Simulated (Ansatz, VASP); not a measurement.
# SiO2 in VASP and in Ansatz

File INCAR:

```
SYSTEM = SiO2
ALGO = Normal
EDIFF = 1E-6
ENCUT = 520
ISIF = 2
ISMEAR = 0
LASPH = .TRUE.
LCHARG = .TRUE.
LELF = .TRUE.
LREAL = .FALSE.
LVHAR = .TRUE.
LWAVE = .FALSE.
NBANDS = 25
NELM = 60
PREC = Accurate
SIGMA = 0.05
```

The input KPOINTS:

```
k-points
0
G
  6 6 10
  0 0 0
```

Contents of POSCAR:

```
SiO2
1.0
    3.9634002722      0.0000000000      0.0000000000
    0.0000000000      3.9634002722      0.0000000000
    0.0000000000      0.0000000000      2.8314531545
Si O
2 4
Direct
    0.5000000000      0.5000000000      0.5000000000
    0.0000000000      0.0000000000      0.0000000000
    0.6944252994      0.6944252994      0.0000000000
    0.1944252994      0.8055747006      0.5000000000
    0.3055747006      0.3055747006      0.0000000000
    0.8055747006      0.1944252994      0.5000000000
```

Input for Ansatz:

```yaml
crystal:
  lattice:
    - [3.9634002722, 0.0, 0.0]
    - [0.0, 3.9634002722, 0.0]
    - [0.0, 0.0, 2.8314531545]
  atoms:
    - { symbol: Si, position: [0.5, 0.5, 0.5] }
    - { symbol: Si, position: [0.0, 0.0, 0.0] }
    - { symbol: O, position: [0.6944252994, 0.6944252994, 0.0] }
    - { symbol: O, position: [0.1944252994, 0.8055747006, 0.5] }
    - { symbol: O, position: [0.3055747006, 0.3055747006, 0.0] }
    - { symbol: O, position: [0.8055747006, 0.1944252994, 0.5] }
basis:
  ecutwfc: 520.0
kpoints:
  mp_grid: { grid: [6, 6, 10] }
hamiltonian:
  xc: lda
  pseudopotentials: { kind: paw, azcp: { folder: soft_1 } }
scf:
  occupations: { method: gaussian, width: 0.05 }
output:
  forces: true
  stress: true
  eigenvalues: true
```

Alike in both runs: task single point; functional LDA; k mesh 6 × 6 × 10; occupations gaussian, width 0.05 eV; no spin polarisation.

|  | VASP | Ansatz |
| --- | --- | --- |
| version | VASP 6.6.1 | Ansatz 0.2.0 |
| potentials or method | VASP PAW LDA potentials, release 64 (Si, O), cutoff 520 eV | scalar-relativistic, plane waves, PAW |
| valence electrons in the cell | 32 | 32 |

|  | VASP | Ansatz | Ansatz less VASP |
| --- | --- | --- | --- |
| gap on the k mesh at the Fermi level (eV) | 5.20 | 5.25 | +0.048 |
| least direct gap on the mesh (eV) | 5.20 | 5.25 | +0.048 |
| pressure (GPa) | 10.5 | 9.4 | -1.14 |
| traceless stress, the component that is largest in VASP (GPa) | -31.78 | -31.88 | -0.107 |
| rms of the force components (eV/Å) | 0.269 | 0.276 | +0.0069 |

Ansatz warns that its potentials were made for another functional, while VASP's fit it. LDA's correlation is that of Perdew and Zunger in VASP and of Perdew and Wang (1992) in Ansatz. Atom by atom the forces differ by 0.007 eV/Å (rms over components).
